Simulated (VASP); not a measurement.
# LiSe4 (C2) in VASP: a series of runs

The runs below take LiSe4 through single point, with PBE.

Everything below comes from runs of VASP 6.6.1. Logs are shortened: lines on timing, memory, paths and dates and some standing lists are left out, and cuts for length are marked.

## (1) The cell of the first run

The structure is monoclinic, space group C2 (No. 5). The conventional cell has a = 10.311 Å, b = 4.627 Å, c = 5.485 Å, α = 90.00°, β = 91.36°, γ = 90.00°. Li (site symmetry 2) has 8 Se at 2.60 to 3.29 Å within 3.4 Å. Se (site symmetry 1) has 4 Se at 2.40 to 3.37 Å and 2 Li at 2.60 to 3.29 Å within 3.4 Å. Se (site symmetry 1) has 4 Se at 2.40 to 3.37 Å and 2 Li at 2.60 to 3.29 Å within 3.4 Å.

## (2) Single point, PBE

The input, INCAR:

```
PREC = Accurate
ENCUT = 520
EDIFF = 1E-6
ISMEAR = 0
SIGMA = 0.1
LREAL = False
LASPH = True
NELM = 100
ALGO = Normal
ISIF = 2
LWAVE = False
LCHARG = True
GGA = PE
LELF = True
LVHAR = True
NBANDS = 22
```

The input, KPOINTS:

```
regular mesh
0
Gamma
  4 4 6
```

The input, POSCAR:

```
LiSe4
1.0
    5.1550354071     -2.3135195732      0.0764830989
    5.1550354071      2.3135195732      0.0764830989
    0.0490326324      0.0000000000      5.4848065079
Li Se
1 4
Direct
    0.6178898243      0.3821101757      0.5000000000
    0.1620508923      0.1172841343      0.2955889818
    0.3475772715      0.9219841139      0.7036488274
    0.0780158861      0.6524227285      0.2963511726
    0.8827158657      0.8379491077      0.7044110182
```

Potentials or basis: VASP PAW PBE potentials, release 64 (Li_sv, Se).

Started as:

```bash
> cat potpaw_PBE.64/Li_sv/POTCAR potpaw_PBE.64/Se/POTCAR > POTCAR
> mpirun -np 1 vasp_std > vasp.out
```

OUTCAR:

```text
PREC = Accurate
   ENCUT = 520
   EDIFF = 1E-6
   ISMEAR = 0
   LREAL = False
   LASPH = True
   NELM = 100
   ISIF = 2
   GGA = PE

 ion  position               nearest neighbor table
   1  0.618  0.382  0.500-   2 2.60   5 2.60   3 2.60   4 2.60
   2  0.162  0.117  0.296-   3 2.40   1 2.60   4 2.73
   3  0.348  0.922  0.704-   2 2.40   1 2.60   5 2.73
   4  0.078  0.652  0.296-   5 2.40   1 2.60   2 2.73
   5  0.883  0.838  0.704-   4 2.40   1 2.60   3 2.73

  LATTYP: Found a base centered monoclinic cell.
 ALAT       =    10.3112054994
 B/A-ratio  =     0.4487389129
 C/A-ratio  =     0.5319480514
 COS(beta)  =    -0.0237727340

  Lattice vectors:

 A1 = (  -5.1550354071,   2.3135195732,  -0.0764830989)
 A2 = (  -5.1550354071,  -2.3135195732,  -0.0764830989)
 A3 = (   0.0490326324,   0.0000000000,   5.4848065079)

Analysis of symmetry for initial positions (statically):
=====================================================================
 Subroutine PRICEL returns:
 Original cell was already a primitive cell.

 Routine SETGRP: Setting up the symmetry group for a
 base centered monoclinic supercell.

 Subroutine GETGRP returns: Found  2 space group operations
 (whereof  2 operations were pure point group operations)
 out of a pool of  4 trial point group operations.

The static configuration has the point symmetry C_2 .

Analysis of symmetry for dynamics (positions and initial velocities):
=====================================================================
 Subroutine PRICEL returns:
 Original cell was already a primitive cell.

 Routine SETGRP: Setting up the symmetry group for a
 base centered monoclinic supercell.

 Subroutine GETGRP returns: Found  2 space group operations
 (whereof  2 operations were pure point group operations)
 out of a pool of  4 trial point group operations.

The dynamic configuration has the point symmetry C_2 .

 Subroutine INISYM returns: Found  2 space group operations
 (whereof  2 operations are pure point group operations),
 and found     1 'primitive' translations

----------------------------------------------------------------------------------------

                                     Primitive cell

  volume of cell :     130.8093

  direct lattice vectors                    reciprocal lattice vectors
[... 85 lines left out ...]
   ISTART =      0    job   : 0-new  1-cont  2-samecut
   ICHARG =      2    charge: 1-file 2-atom 10-const
   ISPIN  =      1    spin polarized calculation?
   LNONCOLLINEAR =      F non collinear calculations
   LSORBIT =      F    spin-orbit coupling
   LASPH  =      T    aspherical Exc in radial PAW
   ENCUT  =  520.0 eV  38.22 Ry    6.18 a.u.  10.51 10.51 10.20*2*pi/ulx,y,z
   NELM   =    100;   NELMIN=  2; NELMDL= -5     # of ELM steps
   EDIFF  = 0.1E-05   stopping-criterion for ELM
   LREAL  =      F    real-space projection
   EDIFFG = 0.1E-04   stopping-criterion for IOM
   NSW    =      0    number of steps for IOM
   IBRION =     -1    ionic relax: 0-MD 1-quasi-New 2-CG
   NFREE  =      0    steps in history (QN), initial steepest desc. (CG)
   ISIF   =      2    stress and relaxation
   ISYM   =      2    0-nonsym 1-usesym 2-fastsym
   POTIM  = 0.5000    time-step for ionic-motion
   TEBEG  =    0.0;   TEEND  =   0.0 temperature during run
   PSTRESS=    0.0 pullay stress
   NELECT =      27.0000    total number of electrons
   NUPDOWN=      -1.0000    fix difference up-down
   EMIN   =  10.00;   EMAX   =-10.00  energy-range for DOS
   EFERMI =   0.00;   METHOD = LEGACY
   ISMEAR =     0;   SIGMA  =   0.10  broadening in eV -4-tet -1-fermi 0-gaus
   EFERMI_NEDOS =   21; number of points for ismear=-14 and -15
   IALGO  =     38    algorithm
   IMIX   =      4    mixing-type and parameters
     AMIX     =   0.40;   BMIX     =  1.00
     AMIX_MAG =   1.60;   BMIX_MAG =  1.00
  volume/ion in A,a.u.               =      26.16       176.55
  Fermi-wavevector in a.u.,A,eV,Ry     =   0.967498  1.828305 12.735756  0.936052
  Thomas-Fermi vector in A             =   2.097388
   LORBIT       =      0    0 simple, 1 ext, 2 COOP (PROOUT), +10 PAW based schemes
   GGA     = PE    functional components
   LHFCALC =     F    Hartree Fock is set to
   AEXX    =    0.0000 exact exchange contribution
   IVDW    =     0    specifies the selected vdW correction
   LEPSILON=     F    determine dielectric tensor
   LRPA    =     F    only Hartree local field effects (RPA)
 non-spin polarized calculation
 Gauss-broadening in eV      SIGMA  =   0.10
  energy-cutoff  :      520.00
  volume of cell :      130.81
 maximum number of plane-waves:      3545
   NGX = 21   NGY = 21   NGZ = 21

 number of electron      26.9999993 magnetization

 Free energy of the ion-electron system (eV)
  ---------------------------------------------------
  ext. energy  EPLUGINS =         0.00000000
  ---------------------------------------------------
  free energy    TOTEN  =       -17.33919037 eV

  energy without entropy =      -17.33873453  energy(sigma->0) =      -17.33896245

 E-fermi :   2.4922     XC(G=0):  -8.3514

 val. band max:        2.3615144570   @ k =   0.5000   0.0000  -0.0000
 cond. band min:       2.6255409950   @ k =  -0.0000  -0.0000   0.5000
 fundamental gap:      0.2640265380
 Fermi energy:         2.4922137046

 k-point     1 :       0.0000    0.0000    0.0000
  band No.  band energies     occupation
      1     -43.5495      2.00000
      2     -13.0843      2.00000
      3     -11.0121      2.00000
      4     -10.1703      2.00000
      5      -8.0188      2.00000
      6      -3.7684      2.00000
[... 589 lines left out ...]
     21       9.6870      0.00000
     22      10.2608      0.00000

 [... further k-points ...]
[... 5 lines left out ...]
  --------------------------------------------------------------------------------------
  -------------------------------------------------------------------------------------
  Total        0.0311041      0.0513274      0.0950639      0.0000000      0.0000000     -0.0054920
  in kB        0.3809696      0.6286682      1.1643606      0.0000000      0.0000000     -0.0672673
  external PRESSURE =       0.7246662 kB  Pullay stress =       0.0000000 kB

 VOLUME and BASIS-vectors are now :
 -----------------------------------------------------------------------------
  energy-cutoff  :      520.00
  volume of cell :      130.81
      direct lattice vectors                 reciprocal lattice vectors
     5.155035407 -2.313519573  0.076483099     0.097005411 -0.216120929 -0.000867201
     5.155035407  2.313519573  0.076483099     0.097005411  0.216120929 -0.000867201
     0.049032632  0.000000000  5.484806508    -0.002705391  0.000000000  0.182346023

 POSITION                                       TOTAL-FORCE (eV/Angst)
 -----------------------------------------------------------------------------------
      5.17955     -0.54548      2.81889        -0.000000      0.001423     -0.000000
      1.45448     -0.10357      1.64261        -0.024547      0.010475     -0.021497
      6.57914      1.32890      3.95648        -0.022767     -0.011186      0.020253
      3.77997      1.32890      1.68130         0.022767     -0.011186     -0.020253
      8.90463     -0.10357      3.99516         0.024547      0.010475      0.021497
 -----------------------------------------------------------------------------------
    total drift:                                0.000000      0.000000      0.000000

  FREE ENERGIE OF THE ION-ELECTRON SYSTEM (eV)
  ---------------------------------------------------
  free  energy   TOTEN  =       -17.3391903680 eV

  energy  without entropy=      -17.3387345296  energy(sigma->0) =      -17.33896245
```

OSZICAR:

```text
N       E                     dE             d eps       ncg     rms          rms(c)
DAV:   1     0.153114913219E+03    0.15311E+03   -0.10841E+04  1496   0.105E+03
DAV:   2    -0.182815441496E+01   -0.15494E+03   -0.14890E+03  1950   0.202E+02
DAV:   3    -0.168092459800E+02   -0.14981E+02   -0.14866E+02  2366   0.599E+01
DAV:   4    -0.176308040843E+02   -0.82156E+00   -0.81367E+00  2264   0.112E+01
DAV:   5    -0.176644919023E+02   -0.33688E-01   -0.33686E-01  1964   0.203E+00    0.707E+00
DAV:   6    -0.174201662987E+02    0.24433E+00   -0.19890E-01  1738   0.225E+00    0.414E+00
DAV:   7    -0.173346390574E+02    0.85527E-01   -0.34473E-01  1814   0.275E+00    0.411E-01
DAV:   8    -0.173381258607E+02   -0.34868E-02   -0.41002E-02  1848   0.104E+00    0.259E-01
DAV:   9    -0.173387860929E+02   -0.66023E-03   -0.17620E-03  1860   0.220E-01    0.953E-02
DAV:  10    -0.173391149923E+02   -0.32890E-03   -0.87217E-04  1718   0.151E-01    0.205E-02
DAV:  11    -0.173391686589E+02   -0.53667E-04   -0.11344E-04  1886   0.587E-02    0.228E-02
DAV:  12    -0.173391882714E+02   -0.19613E-04   -0.26027E-05  1700   0.272E-02    0.697E-03
DAV:  13    -0.173391899224E+02   -0.16510E-05   -0.66826E-06  2026   0.133E-02    0.242E-03
DAV:  14    -0.173391903680E+02   -0.44552E-06   -0.76818E-07  1338   0.486E-03
   1 F= -.17339190E+02 E0= -.17338962E+02  d E =-.455838E-03
```

stdout:

```text
POSCAR found type information on POSCAR LiSe
 POSCAR found :  2 types and       5 ions
 scaLAPACK will be used
 LDA part: xc-table for (Slater+PW92), standard interpolation
 POSCAR, INCAR and KPOINTS ok, starting setup
 FFT: planning ... GRIDC
 FFT: planning ... GRID_SOFT
 FFT: planning ... GRID
 WAVECAR not read
 entering main loop
```

It took 81 s on 1 thread of Oxide Virtual Turin-like, shared host; peak memory 0.25 GiB.

What came out:

```
Free energy            : -17.3392 eV
Largest force          : 0.034 eV/Å
Band gap on the k mesh : zero (an odd number of electrons rules out a gap without spin polarisation)
```

Forces in eV/Å, atoms in the order of the input:
```
Li   0.000  0.001  0.000
Se  -0.025  0.010 -0.021
Se  -0.023 -0.011  0.020
Se   0.023 -0.011 -0.020
Se   0.025  0.010  0.021
```

Caveat: the k points lie up to 0.37 Å⁻¹ apart, too coarse for converged energies and pressures of a metal; the cutoff is under 1.25 times the usual one of these potentials, so pressure, stress and relaxed cells hold a basis-set (Pulay) error; an odd number of electrons without spin polarisation forces a metal; a magnetic or distorted state may lie lower.

## (3) Single point, PBE

The input, INCAR:

```
ALGO = Fast ; EDIFF = 1E-7
ENCUT = 520 ; GGA = PE
ISIF = 2 ; ISMEAR = 0
LASPH = True ; LCHARG = False
LREAL = False ; LWAVE = False
NBANDS = 22 ; NELM = 100
PREC = Accurate ; SIGMA = 0.1
```

The input, KPOINTS:

```
k-points
0
Gamma
  10 10 8
```

The input, POSCAR:

```
LiSe4
1.0
    5.2882910595     -2.2741086427      0.0228146454
    5.2882910595      2.2741086427      0.0228146454
   -0.1094844190      0.0000000000      5.4350693959
Li Se
1 4
Direct
    0.3822964436      0.6177035564      0.5000000000
    0.1171957984      0.1648685551      0.7049221651
    0.9264588412      0.3493322680      0.2954847408
    0.6506677320      0.0735411588      0.7045152592
    0.8351314449      0.8828042016      0.2950778349
```

Potentials or basis: VASP PAW PBE potentials, release 64 (Li_sv, Se).

Started as:

```bash
> cat potpaw_PBE.64/Li_sv/POTCAR potpaw_PBE.64/Se/POTCAR > POTCAR
> mpirun -np 1 vasp_std > vasp.out
```

OUTCAR:

```text
EDIFF = 1E-7
   ENCUT = 520
   GGA = PE
   ISIF = 2
   ISMEAR = 0
   LASPH = True
   LREAL = False
   NELM = 100
   PREC = Accurate

 ion  position               nearest neighbor table
   1  0.382  0.618  0.500-   2 2.61   5 2.61   4 2.61   3 2.61
   2  0.117  0.165  0.705-   3 2.38   1 2.61   4 2.74
   3  0.926  0.349  0.295-   2 2.38   1 2.61   5 2.74
   4  0.651  0.074  0.705-   5 2.38   1 2.61   2 2.74
   5  0.835  0.883  0.295-   4 2.38   1 2.61   3 2.74

[... 807 lines left out ...]
  --------------------------------------------------------------------------------------
  -------------------------------------------------------------------------------------
  Total        0.0288250      0.0438576      0.1082934      0.0000000      0.0000000      0.0121512
  in kB        0.3532483      0.5374723      1.3271287      0.0000000      0.0000000      0.1489121
  external PRESSURE =       0.7392831 kB  Pullay stress =       0.0000000 kB

 VOLUME and BASIS-vectors are now :
 -----------------------------------------------------------------------------
  energy-cutoff  :      520.00
  volume of cell :      130.74
      direct lattice vectors                 reciprocal lattice vectors
     5.288291059 -2.274108643  0.022814645     0.094540286 -0.219866365  0.001904426
     5.288291059  2.274108643  0.022814645     0.094540286  0.219866365  0.001904426
    -0.109484419  0.000000000  5.435069396    -0.000793698  0.000000000  0.183974303

 POSITION                                       TOTAL-FORCE (eV/Angst)
 -----------------------------------------------------------------------------------
      5.23355      0.53534      2.74035         0.000000      0.000112      0.000000
      1.41446      0.10841      3.83774        -0.003438     -0.007769      0.028758
      6.71440     -1.31245      1.63509         0.000222      0.007713     -0.030433
      3.75269     -1.31245      3.84561        -0.000222      0.007713      0.030433
      9.05264      0.10841      1.64296         0.003438     -0.007769     -0.028758
 -----------------------------------------------------------------------------------
    total drift:                               -0.000000     -0.000431     -0.000000

  FREE ENERGIE OF THE ION-ELECTRON SYSTEM (eV)
  ---------------------------------------------------
  free  energy   TOTEN  =       -17.2262679874 eV

  energy  without entropy=      -17.2154854382  energy(sigma->0) =      -17.22087671
```

Wall time 33 min (1 thread of Oxide Virtual Turin-like, shared host); peak memory 0.63 GiB.

What came out:

```
Free energy            : -17.2263 eV
Largest force          : 0.031 eV/Å
Band gap on the k mesh : zero (an odd number of electrons rules out a gap without spin polarisation)
```

Forces on the atoms (eV/Å):
```
Li   0.000  0.000  0.000
Se  -0.003 -0.008  0.029
Se   0.000  0.008 -0.030
Se   0.000  0.008  0.030
Se   0.003 -0.008 -0.029
```

Levels at points of the mesh, in eV from the Fermi level:
```tsv
k point	band 9	band 10	band 11	band 12	band 13	band 14	band 15	band 16	band 17	band 18
(0.00, 0.00, 0.00)	-4.02	-2.83	-2.10	-1.89	-1.30	1.55	2.10	2.57	3.32	3.54
(0.50, 0.00, 0.00)	-4.25	-2.71	-2.23	-2.14	-1.78	0.01	1.73	2.09	2.30	6.03
(0.50, 0.50, 0.00)	-3.37	-3.11	-1.88	-1.30	-1.30	-0.79	-0.35	1.96	3.28	4.73
(0.00, 0.00, 0.50)	-3.25	-3.09	-2.60	-1.27	-0.79	0.32	1.49	1.72	2.89	3.83
(0.50, 0.00, 0.50)	-4.06	-2.66	-1.98	-1.97	-1.06	-0.13	0.98	1.45	2.13	5.48
(0.50, 0.50, 0.50)	-2.75	-2.70	-2.23	-1.58	-1.05	-0.71	-0.44	0.87	1.13	4.68
```

Caveat: the cutoff is under 1.25 times the usual one of these potentials, so pressure, stress and relaxed cells hold a basis-set (Pulay) error; an odd number of electrons without spin polarisation forces a metal; a magnetic or distorted state may lie lower.

The gap in the log of VASP goes by the Fermi energy; the results here count the filled bands.